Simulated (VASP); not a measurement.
Ni:

```xyz
1
Lattice="0.0000 1.7684 1.7684 1.7684 0.0000 1.7684 1.7684 1.7684 0.0000" Properties=species:S:1:pos:R:3 pbc="T T T"
Ni    0.0000    0.0000    0.0000
```

Base run:

| Item | Value |
| --- | --- |
| Program | VASP 6.6.1 |
| Functional | LDA |
| Potentials or basis | VASP PAW LDA potentials, release 64 (Ni) |
| Cutoff | 520 eV |
| k mesh | 12 × 12 × 12 |
| Occupations | gaussian, width 0.1 eV |
| Spin | collinear spin, ferromagnetic start |
| Starting moments | [1.22] μB |
| Fixed moment | 1.22 μB |

Its results: pressure -13.2 GPa; site moments Ni +1.19 μB.

The run is repeated on the same cell with these changes: fixed moment from 1.22 μB to 0.49 μB; moments at the start from [1.22] to [0.49]. What comes out?

Pressure -19.9 GPa; site moments Ni +0.50 μB.

Caveats: the total moment is fixed, so each spin has its own Fermi level.
